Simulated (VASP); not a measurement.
# Ta2N (C2/m) in VASP: notebook

Runs on Ta2N. Level: PBE. Tasks: single point.

All numbers are computed with VASP 6.6.1; they aren't measurements. Logs are shortened: lines on timing, memory, paths and dates and some standing lists are left out, and cuts for length are marked.

## 1. The cell of the first run

The structure is monoclinic, space group C2/m (No. 12). Conventional cell: a = 5.372 Å, b = 3.101 Å, c = 4.882 Å, α = 90.00°, β = 91.15°, γ = 90.00°. Within 3.2 Å of Ta (site symmetry m) lie 3 N at 2.16 to 2.19 Å and 12 Ta at 2.96 to 3.10 Å. N (site symmetry 2/m) has 6 Ta at 2.16 to 2.19 Å within 2.9 Å.

## 2. Single point, PBE (strain -0.0200 x Voigt [0, 0, 0, 1, 0, 0])

INCAR reads:

```
ALGO     = Normal         # electronic algorithm
EDIFF    = 1E-7           # SCF threshold, eV
ENCUT    = 520            # plane-wave cutoff, eV
GGA      = PE             # functional
ISIF     = 2              # what is computed and relaxed
ISMEAR   = 0              # smearing method
LASPH    = True           # aspherical terms in the spheres
LCHARG   = False          # write CHGCAR
LREAL    = False          # projectors in reciprocal space
LWAVE    = False          # write WAVECAR
NBANDS   = 20             # bands
NELM     = 100            # most SCF steps
PREC     = Accurate       # precision mode
SIGMA    = 0.15           # smearing width, eV
```

KPOINTS reads:

```
k-points
0
Gamma
  18 18 10
```

POSCAR reads:

```
Ta2N
1.0
    3.1011400584      0.0000000000      0.0000000000
   -1.5505700292      2.6856660713     -0.0268566607
    0.0000000000     -0.0488189004      4.8818900414
Ta N
2 1
Direct
    0.6666666667      0.3333333333      0.7449050326
    0.3333333333      0.6666666667      0.2550949674
    0.0000000000      0.0000000000      0.0000000000
```

Potentials or basis: VASP PAW PBE potentials, release 64 (Ta_pv, N).

Started as:

```
cat potpaw_PBE.64/Ta_pv/POTCAR potpaw_PBE.64/N/POTCAR > POTCAR
mpirun -np 1 vasp_std > vasp.out
```

OUTCAR:

```text
EDIFF = 1E-7
   ENCUT = 520
   GGA = PE
   ISIF = 2
   ISMEAR = 0
   LASPH = True
   LREAL = False
   NELM = 100
   PREC = Accurate

 ion  position               nearest neighbor table
   1  0.667  0.333  0.745-   3 2.16   3 2.19   3 2.19   2 2.96   2 3.00   2 3.00   2 3.05   2 3.05
                             2 3.10
   2  0.333  0.667  0.255-   3 2.16   3 2.19   3 2.19   1 2.96   1 3.00   1 3.00   1 3.05   1 3.05
                             1 3.10
   3  0.000  0.000  0.000-   2 2.16   1 2.16   2 2.19   1 2.19   1 2.19   2 2.19

  LATTYP: Found a base centered monoclinic cell.
 ALAT       =     5.3716007025
 B/A-ratio  =     0.5773214038
 C/A-ratio  =     0.9088788241
 COS(beta)  =    -0.0199980002

  Lattice vectors:

 A1 = (   1.5505700292,   2.6856660713,  -0.0268566607)
 A2 = (  -1.5505700292,   2.6856660713,  -0.0268566607)
 A3 = (   0.0000000000,  -0.0488189004,   4.8818900414)

Analysis of symmetry for initial positions (statically):
=====================================================================
 Subroutine PRICEL returns:
 Original cell was already a primitive cell.

 Routine SETGRP: Setting up the symmetry group for a
 base centered monoclinic supercell.

 Subroutine GETGRP returns: Found  4 space group operations
 (whereof  4 operations were pure point group operations)
 out of a pool of  4 trial point group operations.

The static configuration has the point symmetry C_2h.

Analysis of symmetry for dynamics (positions and initial velocities):
=====================================================================
 Subroutine PRICEL returns:
 Original cell was already a primitive cell.

 Routine SETGRP: Setting up the symmetry group for a
 base centered monoclinic supercell.

 Subroutine GETGRP returns: Found  4 space group operations
 (whereof  4 operations were pure point group operations)
 out of a pool of  4 trial point group operations.

The dynamic configuration has the point symmetry C_2h.

 Subroutine INISYM returns: Found  4 space group operations
 (whereof  4 operations are pure point group operations),
 and found     1 'primitive' translations

[... 84 lines left out ...]
   NGX,Y,Z   is equivalent  to a cutoff of  12.87, 12.87, 12.26 a.u.
   NGXF,Y,Z  is equivalent  to a cutoff of  25.73, 25.73, 24.52 a.u.
 SYSTEM =  unknown system
   PREC   = accura    normal or accurate (medium, high low for compatibility)
   ISTART =      0    job   : 0-new  1-cont  2-samecut
   ICHARG =      2    charge: 1-file 2-atom 10-const
   ISPIN  =      1    spin polarized calculation?
   LNONCOLLINEAR =      F non collinear calculations
   LSORBIT =      F    spin-orbit coupling
   LASPH  =      T    aspherical Exc in radial PAW
   ENCUT  =  520.0 eV  38.22 Ry    6.18 a.u.   5.77  5.77  9.08*2*pi/ulx,y,z
   NELM   =    100;   NELMIN=  2; NELMDL= -5     # of ELM steps
   EDIFF  = 0.1E-06   stopping-criterion for ELM
   LREAL  =      F    real-space projection
   EDIFFG = 0.1E-05   stopping-criterion for IOM
   NSW    =      0    number of steps for IOM
   IBRION =     -1    ionic relax: 0-MD 1-quasi-New 2-CG
   NFREE  =      0    steps in history (QN), initial steepest desc. (CG)
   ISIF   =      2    stress and relaxation
   ISYM   =      2    0-nonsym 1-usesym 2-fastsym
   POTIM  = 0.5000    time-step for ionic-motion
   TEBEG  =    0.0;   TEEND  =   0.0 temperature during run
   PSTRESS=    0.0 pullay stress
   NELECT =      27.0000    total number of electrons
   NUPDOWN=      -1.0000    fix difference up-down
   EMIN   =  10.00;   EMAX   =-10.00  energy-range for DOS
   EFERMI =   0.00;   METHOD = LEGACY
   ISMEAR =     0;   SIGMA  =   0.15  broadening in eV -4-tet -1-fermi 0-gaus
   EFERMI_NEDOS =   21; number of points for ismear=-14 and -15
   IALGO  =     38    algorithm
   IMIX   =      4    mixing-type and parameters
     AMIX     =   0.40;   BMIX     =  1.00
     AMIX_MAG =   1.60;   BMIX_MAG =  1.00
  volume/ion in A,a.u.               =      13.55        91.45
  Fermi-wavevector in a.u.,A,eV,Ry     =   1.428313  2.699120 27.756952  2.040078
  Thomas-Fermi vector in A             =   2.548388
   LORBIT       =      0    0 simple, 1 ext, 2 COOP (PROOUT), +10 PAW based schemes
   GGA     = PE    functional components
   LHFCALC =     F    Hartree Fock is set to
   AEXX    =    0.0000 exact exchange contribution
   IVDW    =     0    specifies the selected vdW correction
   LEPSILON=     F    determine dielectric tensor
   LRPA    =     F    only Hartree local field effects (RPA)
 non-spin polarized calculation
 Gauss-broadening in eV      SIGMA  =   0.15
  energy-cutoff  :      520.00
  volume of cell :       40.66
 maximum number of plane-waves:      1115
   NGX = 11   NGY = 11   NGZ = 19

 number of electron      26.9999998 magnetization

 Free energy of the ion-electron system (eV)
  ---------------------------------------------------
  ext. energy  EPLUGINS =         0.00000000
  ---------------------------------------------------
  free energy    TOTEN  =       -34.38305922 eV

  energy without entropy =      -34.36921834  energy(sigma->0) =      -34.37613878

 E-fermi :   7.5098     XC(G=0): -12.8742

 val. band max:        7.5046193688   @ k =  -0.3333  -0.0000   0.3000
 cond. band min:       7.5137132001   @ k =   0.1667   0.0556   0.1000
 fundamental gap:      0.0090938313
 Fermi energy:         7.5098481185

 k-point     1 :       0.0000    0.0000    0.0000
  band No.  band energies     occupation
      1     -28.1741      2.00000
      2     -27.4423      2.00000
      3     -27.4410      2.00000
      4     -27.3198      2.00000
      5     -27.3187      2.00000
      6     -27.2106      2.00000
[... 541 lines left out ...]
     19      11.6516      0.00000
     20      11.9755      0.00000

 [... further k-points ...]
[... 5 lines left out ...]
  --------------------------------------------------------------------------------------
  -------------------------------------------------------------------------------------
  Total       -0.1388590      0.4098694      0.1547856      0.0000000      0.7766758      0.0000000
  in kB       -5.4722605     16.1524379      6.0999060      0.0000000     30.6078192      0.0000000
  external PRESSURE =       5.5933611 kB  Pullay stress =       0.0000000 kB

 VOLUME and BASIS-vectors are now :
 -----------------------------------------------------------------------------
  energy-cutoff  :      520.00
  volume of cell :       40.66
      direct lattice vectors                 reciprocal lattice vectors
     3.101140058  0.000000000  0.000000000     0.322462056  0.186192174  0.001861922
    -1.550570029  2.685666071 -0.026856661     0.000000000  0.372384348  0.003723843
     0.000000000 -0.048818900  4.881890041     0.000000000  0.002048592  0.204859184

 POSITION                                       TOTAL-FORCE (eV/Angst)
 -----------------------------------------------------------------------------------
      1.55057      0.85886      3.62759         0.000000     -0.093302     -0.044707
     -0.00000      1.77799      1.22744         0.000000      0.093302      0.044707
      0.00000      0.00000      0.00000        -0.000000      0.000000      0.000000
 -----------------------------------------------------------------------------------
    total drift:                                0.000000     -0.000000      0.000000

  FREE ENERGIE OF THE ION-ELECTRON SYSTEM (eV)
  ---------------------------------------------------
  free  energy   TOTEN  =       -34.3830592241 eV

  energy  without entropy=      -34.3692183407  energy(sigma->0) =      -34.37613878
```

stdout:

```text
POSCAR found type information on POSCAR TaN
 POSCAR found :  2 types and       3 ions
 scaLAPACK will be used
 LDA part: xc-table for (Slater+PW92), standard interpolation
 POSCAR, INCAR and KPOINTS ok, starting setup
 FFT: planning ... GRIDC
 FFT: planning ... GRID_SOFT
 FFT: planning ... GRID
 WAVECAR not read
 entering main loop
```

It took 10 min on 1 thread of Intel Xeon Platinum 8259CL at 2.50GHz (Skylake/Cascade Lake), shared host; peak memory 0.67 GiB.

Results:

| Property | Result |
| --- | --- |
| Free energy | -34.3831 eV |
| Pressure | 0.6 GPa |
| Largest force | 0.103 eV/Å |
| Band gap on the k mesh | zero (an odd number of electrons rules out a gap without spin polarisation) |

Forces in eV/Å, atoms in the order of the input:
```
Ta   0.000 -0.093 -0.045
Ta   0.000  0.093  0.045
N    0.000  0.000  0.000
```

Caveat: the cell differs from its parent crystal (strain -0.0200 x Voigt [0, 0, 0, 1, 0, 0]); spin-orbit coupling is left out, which moves the levels of the heavy elements.

## 3. Single point, PBE (strain +0.0100 x Voigt [0, 0, 0, 1, 0, 0])

INCAR reads:

```
SYSTEM = Ta2N
  PREC = Accurate
  ENCUT = 520
  EDIFF = 1E-6
  ISMEAR = 0
  SIGMA = 0.15
  LREAL = .FALSE.
  LASPH = .TRUE.
  NELM = 80
  ALGO = Normal
  ISIF = 2
  LWAVE = .FALSE.
  LCHARG = .FALSE.
  GGA = PE
  NBANDS = 20
```

KPOINTS reads:

```
Automatic mesh
0
G
  18 18 10
  0 0 0
```

POSCAR reads:

```
Ta2N
1.0
    3.1011400584      0.0000000000      0.0000000000
   -1.5505700292      2.6856660713      0.0134283304
    0.0000000000      0.0244094502      4.8818900414
Ta N
2 1
Direct
    0.6666666667      0.3333333333      0.7449050326
    0.3333333333      0.6666666667      0.2550949674
    0.0000000000      0.0000000000      0.0000000000
```

Potentials or basis: VASP PAW PBE potentials, release 64 (Ta_pv, N).

Started as:

```
cat potpaw_PBE.64/Ta_pv/POTCAR potpaw_PBE.64/N/POTCAR > POTCAR
mpirun -np 1 vasp_std > vasp.out
```

Run time: 11 min. Hardware: 1 thread of Intel Xeon Platinum 8259CL at 2.50GHz (Skylake/Cascade Lake), shared host; peak memory 0.67 GiB.

It converged, with:

```yaml
Free_energy: -34.3889 eV
Pressure: 0.5 GPa
Largest_force: 0.062 eV/Å
Band_gap_on_the_k_mesh: zero (an odd number of electrons rules out a gap without spin polarisation)
```

Forces on the atoms (eV/Å):
```
Ta   0.000  0.046 -0.041
Ta   0.000 -0.046  0.041
N    0.000  0.000  0.000
```

Stress tensor (GPa, compression positive):
```
 0.99  0.00  0.00
 0.00 -0.04 -1.47
 0.00 -1.47  0.48
```

Levels at points of the mesh, in eV from the Fermi level:
| k point | band 10 | band 11 | band 12 | band 13 | band 14 | band 15 | band 16 | band 17 |
| --- | --- | --- | --- | --- | --- | --- | --- | --- |
| (0.00, 0.00, 0.00) | -6.00 | -4.98 | -0.71 | -0.23 | -0.23 | 0.26 | 0.33 | 0.34 |
| (0.50, 0.00, 0.00) | -6.33 | -4.56 | -2.60 | -1.39 | 1.65 | 1.94 | 3.77 | 3.99 |
| (0.00, 0.50, 0.00) | -6.37 | -4.55 | -2.62 | -1.30 | 1.77 | 1.97 | 3.76 | 4.02 |
| (0.00, 0.00, 0.50) | -6.17 | -2.92 | -2.66 | -1.09 | -1.08 | 1.76 | 1.95 | 2.27 |
| (0.50, 0.00, 0.50) | -6.07 | -3.31 | -2.13 | -2.12 | -0.34 | 0.75 | 3.36 | 3.59 |
| (0.00, 0.50, 0.50) | -6.10 | -3.28 | -2.20 | -2.09 | -0.26 | 0.72 | 3.34 | 3.61 |

Caveat: the cell differs from its parent crystal (strain +0.0100 x Voigt [0, 0, 0, 1, 0, 0]); spin-orbit coupling is left out, which moves the levels of the heavy elements.
